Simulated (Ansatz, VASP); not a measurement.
# C: VASP beside Ansatz

```
C
1.0
     1.77490    0.00000    0.00000
    -0.88745    1.53711    0.00000
     0.00000    0.00000    7.01736
C
2
Direct
  0.33333 0.66667 0.25000
  0.66667 0.33333 0.75000
```

Alike in both runs: task single point; functional PBEsol; k mesh 23 × 23 × 6; occupations fermi-dirac, width 0.1 eV; no spin polarisation.

```csv
,VASP,Ansatz
version,VASP 6.6.1,Ansatz 0.2.0
potentials or method,"VASP PAW PBE potentials, release 64 (C), cutoff 520 eV","plane waves (420 eV) with PAW, scalar-relativistic"
valence electrons in the cell,8,8
```

```csv
,VASP,Ansatz,Ansatz less VASP
pressure (GPa),-10.4,-10.3,+0.03
"traceless stress, the component that is largest in VASP (GPa)",8.77,8.81,+0.039
```

VASP's potentials were made for PBE, not for PBEsol, and Ansatz warns of the same on its side.
